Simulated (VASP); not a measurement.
Here is a VASP 6.6.1 calculation.

INCAR

```
SYSTEM = Zn6GeH2O6
PREC = Accurate
ENCUT = 520
EDIFF = 1E-6
ISMEAR = -1
SIGMA = 0.05
LREAL = Auto
LASPH = .True.
NELM = 100
ALGO = Normal
ISIF = 2
LWAVE = .False.
LCHARG = .False.
GGA = PE
IVDW = 12
NBANDS = 75
```

The input KPOINTS:

```
Automatic mesh
0
Gamma
  2 2 1
  0 0 0
```

Contents of POSCAR:

```
Zn6GeH2O6
1.0
    5.6348810000      0.0000000000      0.0000000000
   -2.8174400000      5.4554530000      0.0000000000
    0.0000000000      0.0000000000     16.4747620000
Zn O Ge H
6 6 1 2
Direct
    0.3333333000      0.0000000000      0.0606989000
    0.3374258606      0.5140017560      0.0600034591
    0.7949707736      0.0128310966      0.1141957377
    0.9162434095      0.5734223634      0.1174628333
    0.3323552588      0.1293290584      0.2141659626
    0.1024719960      0.5243876402      0.2839977728
    0.1686287238      0.6887431957      0.0174301443
    0.1783484571      0.1955171962      0.1039845293
    0.6992272245      0.7080291996      0.0758208166
    0.6604528824      0.2285769611      0.1384787462
    0.1885418142      0.7779794758      0.2019720758
    0.3672852963      0.3883163804      0.2851427218
    0.6831935882      0.5017434707      0.3476996218
    0.5756062294      0.3576495133      0.4285424100
    0.7340292296      0.7696485153      0.3656987711
```

Potentials or basis: VASP PAW PBE potentials, release 64 (Zn, O, Ge_d, H).

The run is started by

```sh
$ cat potpaw_PBE.64/Zn/POTCAR potpaw_PBE.64/O/POTCAR potpaw_PBE.64/Ge_d/POTCAR potpaw_PBE.64/H/POTCAR > POTCAR
$ mpirun -np 1 vasp_std > vasp.out
```

What does it give for the band gap on the k mesh?

1.45 eV, direct.

Predict the largest force.

0.155 eV/Å.

Forces in eV/Å, atoms in the order of the input:
```
Zn   0.058  0.062 -0.006
Zn   0.003 -0.025 -0.020
Zn   0.032  0.020  0.021
Zn   0.040 -0.016  0.019
Zn  -0.006 -0.003  0.003
Zn  -0.028 -0.027  0.048
O   -0.063 -0.063 -0.127
O   -0.028  0.013  0.031
O    0.014 -0.034 -0.052
O   -0.057  0.036  0.032
O    0.015 -0.002 -0.014
O    0.005  0.034  0.048
Ge  -0.003  0.025  0.059
H    0.004  0.022 -0.033
H    0.014 -0.040 -0.008
```

Caveat: the k points lie up to 0.63 Å⁻¹ apart.
